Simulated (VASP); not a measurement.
A run of VASP 6.6.1 is set up as follows.

Contents of INCAR:

```
PREC = Accurate ; ENCUT = 520
EDIFF = 1E-6 ; ISMEAR = 0
SIGMA = 0.15 ; LREAL = F
LASPH = T ; NELM = 80
ALGO = Normal ; ISIF = 2
LWAVE = F ; LCHARG = F
GGA = PS ; NBANDS = 15
```

KPOINTS

```
Automatic mesh
0
Gamma
  20 20 14
```

POSCAR

```
TiSi
1.0
    1.6640918483     -1.9402948589      0.0000000000
    1.6640918483      1.9402948589      0.0000000000
    0.0000000000      0.0000000000      4.5310119543
Ti Si
1 1
Direct
    0.5000000000      0.5000000000      0.0000000000
    0.0000000000      0.0000000000      0.5000000000
```

Potentials or basis: VASP PAW PBE potentials, release 64 (Ti_sv, Si).

Launch:

```console
$ cat potpaw_PBE.64/Ti_sv/POTCAR potpaw_PBE.64/Si/POTCAR > POTCAR
$ mpirun -np 1 vasp_std > vasp.out
```

Problem. What does it give for the pressure?

Solution. -4.4 GPa.

Problem. Predict the band gap on the k mesh.

Solution. Zero (band 8 reaches 10.71 eV, above the bottom of band 9 at 9.16 eV).

Stress tensor (GPa, compression positive):
```
  6.79   0.00   0.00
  0.00   8.51   0.00
  0.00   0.00 -28.46
```

Caveat: the PAW data sets were made with another functional, which shifts forces and pressure a little.
